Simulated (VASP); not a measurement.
A run of VASP 6.6.1 is set up as follows.

File INCAR:

```
SYSTEM = DyAgH2
ALGO     = Normal         ! electronic algorithm
EDIFF    = 1E-7           ! SCF threshold, eV
EDIFFG   = -0.08          ! ionic threshold
ENCUT    = 500            ! plane-wave cutoff, eV
GGA      = PE             ! functional
GGA_COMPAT= .FALSE.      
IBRION   = 2              ! ionic algorithm
ISIF     = 3              ! what is computed and relaxed
ISMEAR   = 0              ! smearing method
LASPH    = .TRUE.         ! aspherical terms in the spheres
LCHARG   = .FALSE.        ! write CHGCAR
LMAXMIX  = 6              ! l up to which the mixer works
LREAL    = .FALSE.        ! projectors in reciprocal space
LWAVE    = .FALSE.        ! write WAVECAR
NELM     = 200            ! most SCF steps
NELMIN   = 4            
NSW      = 36             ! ionic steps
PREC     = Accurate       ! precision mode
SIGMA    = 0.2            ! smearing width, eV
```

Contents of KPOINTS:

```
k-points
0
G
  5 5 2
  0 0 0
```

File POSCAR:

```
DyAgH2
1.0
    3.6433030400      0.0000000000      0.0000000000
    0.0000000000      3.6433030400      0.0000000000
    0.0000000000      0.0000000000      8.5678401800
Dy Ag H
2 2 4
Direct
    0.5000000000      0.0000000000      0.7531499900
    0.0000000000      0.5000000000      0.2468500100
    0.0000000000      0.0000000000      0.0000000000
    0.5000000000      0.5000000000      0.0000000000
    0.5000000000      0.0000000000      0.1694000100
    0.0000000000      0.5000000000      0.8305999900
    0.0000000000      0.0000000000      0.5000000000
    0.5000000000      0.5000000000      0.5000000000
```

Potentials or basis: VASP PAW PBE potentials, release 64 (Dy_3, Ag, H), 4f in core.

Run with:

```bash
$ cat potpaw_PBE.64/Dy_3/POTCAR potpaw_PBE.64/Ag/POTCAR potpaw_PBE.64/H/POTCAR > POTCAR
$ mpirun -np 1 vasp_std > vasp.out
```

(1) What does it give for the relaxed volume?

(2) What does it give for the space group after relaxing (to 0.1 Å)?

Results:

(1) 13.56 Å³/atom.

(2) P4/nmm (No. 129).

Caveat: the k points lie up to 0.41 Å⁻¹ apart in the final cell, too coarse for converged energies and pressures of a metal.
